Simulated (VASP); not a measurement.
Write the native input for VASP 6.6.1 that does the following.

```yaml
Task: single point
Functional: PBE
Potentials_or_basis: VASP PAW PBE potentials, release 64 (Sr_sv, Ti_sv, O)
Cutoff: 520 eV
k_mesh: 8 × 8 × 8
Occupations: gaussian, width 0.05 eV
Spin: no spin polarisation
Dipole_correction: no
Further_INCAR_settings: ALGO = Normal; EDIFF = 1e-07; NBANDS = 28
```

The structure of SrTiO3 lies in POSCAR:

```
SrTiO3
1.0
    4.0283245985      0.0000000000      0.0000000000
    0.0000000000      4.0283245985      0.0000000000
    0.0000000000      0.0000000000      3.7525791173
Sr Ti O
1 1 3
Direct
    0.0027341017      0.0000000000      0.0000000000
    0.5129076915      0.5000000000      0.5000000000
   -0.0195101656      0.5000000000      0.5000000000
    0.4829592060      0.0000000000      0.5000000000
    0.4829592060      0.5000000000      0.0000000000
```

This cell differs from its parent crystal: atoms displaced along a vibrational mode, the cell strained.

These files were run (other wordings do the same):

INCAR

```
  ALGO = Normal
  EDIFF = 1E-7
  ENCUT = 520
  GGA = PE
  ISIF = 2
  ISMEAR = 0
  LASPH = T
  LCHARG = F
  LREAL = F
  LWAVE = F
  NBANDS = 28
  NELM = 60
  PREC = Accurate
  SIGMA = 0.05
```

KPOINTS

```
k-points
0
Gamma
  8 8 8
```

Potentials or basis: VASP PAW PBE potentials, release 64 (Sr_sv, Ti_sv, O).

Run with:

```bash
$ cat potpaw_PBE.64/Sr_sv/POTCAR potpaw_PBE.64/Ti_sv/POTCAR potpaw_PBE.64/O/POTCAR > POTCAR
$ mpirun -np 1 vasp_std > vasp.out
```

Results of the run:

```
Pressure               : 3.1 GPa
Largest force          : 0.242 eV/Å
Band gap on the k mesh : 1.89 eV (least direct gap 2.41 eV)
```

Caveat: the cell differs from its parent crystal (atoms displaced along a vibrational mode, the cell strained); the cell stands under pressure.

It took 4.8 min on 1 thread of Intel Xeon 8259CL, with other jobs on the host, peak memory 0.33 GiB.
